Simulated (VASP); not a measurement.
Input of a VASP 6.6.1 run:

INCAR

```
SYSTEM = NbAs
PREC = Accurate
ENCUT = 520
EDIFF = 1E-6
ISMEAR = -1
SIGMA = 0.05
LREAL = .FALSE.
LASPH = .TRUE.
NELM = 80
ALGO = Normal
ISIF = 2
LWAVE = .FALSE.
LCHARG = .FALSE.
GGA = RP
IVDW = 13
NBANDS = 26
```

KPOINTS

```
regular mesh
0
G
  11 11 11
  0 0 0
```

File POSCAR:

```
NbAs
1.0
   -1.7248506880      1.7248506880      5.7825514654
    1.7248506880     -1.7248506880      5.7825514654
    1.7248506880      1.7248506880     -5.7825514654
Nb As
2 2
Direct
    0.4985263186     -0.0014736814      0.5000000000
    0.7485263186      0.7485263186      0.0000000000
    0.9174736814      0.4174736814      0.5000000000
    0.1674736814      0.1674736814      0.0000000000
```

Potentials or basis: VASP PAW PBE potentials, release 64 (Nb_sv, As).

Run with:

```sh
$ cat potpaw_PBE.64/Nb_sv/POTCAR potpaw_PBE.64/As/POTCAR > POTCAR
$ mpirun -np 1 vasp_std > vasp.out
```

(1) Estimate the pressure.

(2) What does it give for the largest force?

## Answers

(1) -0.1 GPa.

(2) 0.008 eV/Å.

Caveat: the PAW data sets were made with another functional, which shifts forces and pressure a little.
